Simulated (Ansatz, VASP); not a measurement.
# Two plane-wave programs on InO

The input INCAR:

```
SYSTEM = InO
PREC     = Accurate       ! precision mode
ENCUT    = 520            ! plane-wave cutoff, eV
EDIFF    = 1E-6           ! SCF threshold, eV
ISMEAR   = 0              ! smearing method
SIGMA    = 0.03           ! smearing width, eV
LREAL    = .FALSE.        ! projectors in reciprocal space
LASPH    = .TRUE.         ! aspherical terms in the spheres
NELM     = 60             ! most SCF steps
ALGO     = Normal         ! electronic algorithm
ISIF     = 2              ! what is computed and relaxed
LWAVE    = .FALSE.        ! write WAVECAR
LCHARG   = .FALSE.        ! write CHGCAR
GGA      = CA             ! functional
NBANDS   = 27             ! bands
```

The input KPOINTS:

```
regular mesh
0
G
  12 12 2
  0 0 0
```

Contents of POSCAR:

```
InO
1.0
    3.5399541463      0.0000000000      0.0000000000
   -1.7699770732      3.0656902189      0.0000000000
    0.0000000000      0.0000000000     16.2740275000
In O
2 2
Direct
    0.6666666667      0.3333333333      0.5900210000
    0.6666666667      0.3333333333      0.4099790000
    0.0000000000      0.0000000000      0.6398670000
    0.0000000000      0.0000000000      0.3601330000
```

Input for Ansatz:

```yaml
crystal:
  lattice:
    - [3.5399541463, 0.0, 0.0]
    - [-1.7699770732, 3.0656902189, 0.0]
    - [0.0, 0.0, 16.2740275]
  atoms:
    - { symbol: In, position: [0.6666666667, 0.3333333333, 0.590021] }
    - { symbol: In, position: [0.6666666667, 0.3333333333, 0.409979] }
    - { symbol: O, position: [0.0, 0.0, 0.639867] }
    - { symbol: O, position: [0.0, 0.0, 0.360133] }
basis:
  ecutwfc: 420
kpoints:
  mp_grid: { grid: [12, 12, 2] }
hamiltonian:
  xc: lda
scf:
  occupations: { method: gaussian, width: 0.03 }
output:
  forces: true
  stress: true
  eigenvalues: true
```

Change from the starting cell: strain +0.025 along x and y, +0.025 along z, atoms carried along.

Alike in both runs: task single point; functional LDA; k mesh 12 × 12 × 2; occupations gaussian, width 0.03 eV; no spin polarisation.

```csv
,VASP,Ansatz
version,VASP 6.6.1,Ansatz 0.2.0
potentials or method,"VASP PAW LDA potentials, release 64 (In_d, O), cutoff 520 eV","scalar-relativistic, plane waves, PAW"
valence electrons in the cell,38,38
```

```csv
,VASP,Ansatz,Ansatz less VASP
gap on the k mesh at the Fermi level (eV),0.22,0.23,+0.007
least direct gap on the mesh (eV),0.80,0.79,-0.002
rms of the force components (eV/Å),0.449,0.462,+0.0137
```

LDA's correlation is that of Perdew and Zunger in VASP and of Perdew and Wang (1992) in Ansatz. Atom by atom the forces differ by 0.014 eV/Å (rms over components).
